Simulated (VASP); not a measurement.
Input of a VASP 6.6.1 run:

INCAR

```
SYSTEM = Si
  PREC = Accurate
  ENCUT = 520
  EDIFF = 1E-6
  ISMEAR = -1
  SIGMA = 0.1
  LREAL = .FALSE.
  LASPH = .TRUE.
  NELM = 60
  ALGO = Normal
  ISIF = 2
  LWAVE = .FALSE.
  LCHARG = .TRUE.
  GGA = RP
  LELF = .TRUE.
  LVHAR = .TRUE.
  NBANDS = 8
```

The input KPOINTS:

```
regular mesh
0
G
  16 16 16
  0 0 0
```

POSCAR

```
Si
1.0
   -1.5867642828      1.5867642828      1.5867642828
    1.5867642828     -1.5867642828      1.5867642828
    1.5867642828      1.5867642828     -1.5867642828
Si
1
Direct
    0.0000000000      0.0000000000      0.0000000000
```

Potentials or basis: VASP PAW PBE potentials, release 64 (Si).

Launch:

```sh
$ cat potpaw_PBE.64/Si/POTCAR > POTCAR
$ mpirun -np 1 vasp_std > vasp.out
```

Predict the band gap on the k mesh.

zero (band 2 reaches 19.24 eV, above the bottom of band 3 at 5.23 eV).

What does it give for the pressure?

-6.1 GPa.

Caveat: the PAW data sets were made with another functional, which shifts forces and pressure a little.
